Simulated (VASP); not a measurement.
Set up this calculation in VASP 6.6.1, as the native input.

| Property | Result |
| --- | --- |
| Task | single point |
| Functional | PBE |
| Potentials or basis | VASP PAW PBE potentials, release 64 (Cr_pv) |
| Cutoff | 520 eV |
| k mesh | 17 × 17 × 17 |
| Occupations | fermi-dirac, width 0.05 eV |
| Spin | collinear spin, antiferromagnetic start |
| Starting moments | [2.598, -2.598] μB |
| Dipole correction | no |
| Further INCAR settings | ALGO = Normal; EDIFF = 1e-06; NBANDS = 23 |

The structure of Cr lies in POSCAR:

```
Cr
1.0
    0.0000000000      2.5859384760      2.5859384760
    2.5859384760      0.0000000000      2.5859384760
    2.5859384760      2.5859384760      0.0000000000
Cr
2
Direct
    0.1250000000      0.1250000000      0.1250000000
    0.8750000000      0.8750000000      0.8750000000
```

This isn't the form of Cr at room conditions, which is bcc.

These files were run (other wordings do the same):

INCAR

```
ALGO     = Normal         # electronic algorithm
EDIFF    = 1E-6           # SCF threshold, eV
ENCUT    = 520            # plane-wave cutoff, eV
GGA      = PE             # functional
ISIF     = 2              # what is computed and relaxed
ISMEAR   = -1             # smearing method
ISPIN    = 2              # spin polarisation
LASPH    = T              # aspherical terms in the spheres
LCHARG   = F              # write CHGCAR
LMAXMIX  = 4              # l up to which the mixer works
LORBIT   = 11             # projections on sites
LREAL    = F              # projectors in reciprocal space
LWAVE    = F              # write WAVECAR
MAGMOM   = 2.598 -2.598   # initial moments
NBANDS   = 23             # bands
NELM     = 150            # most SCF steps
PREC     = Accurate       # precision mode
SIGMA    = 0.05           # smearing width, eV
```

KPOINTS

```
k-points
0
Gamma
  17 17 17
```

Potentials or basis: VASP PAW PBE potentials, release 64 (Cr_pv).

Launch:

```bash
$ cat potpaw_PBE.64/Cr_pv/POTCAR > POTCAR
$ mpirun -np 1 vasp_std > vasp.out
```

It gave:

```json
{
  "Pressure": "6.7 GPa",
  "Band gap on the k mesh": "zero (filled and empty bands overlap)",
  "Net moment": "0.00 μB per cell",
  "Site moments": "Cr +2.44, -2.44 μB",
  "Valence electrons inside the program's atomic spheres": "Cr 11.05"
}
```

Caveat: the cell stands under pressure; an empty level that is flat over the whole mesh can mark a ghost state of the potentials, or a narrow d or f band; the antiferromagnetic order is the one typed at the start, and another may lie lower.

Wall time 7.6 min on 1 thread of Intel Xeon 8259CL, on a shared host, peak memory 0.3 GiB.
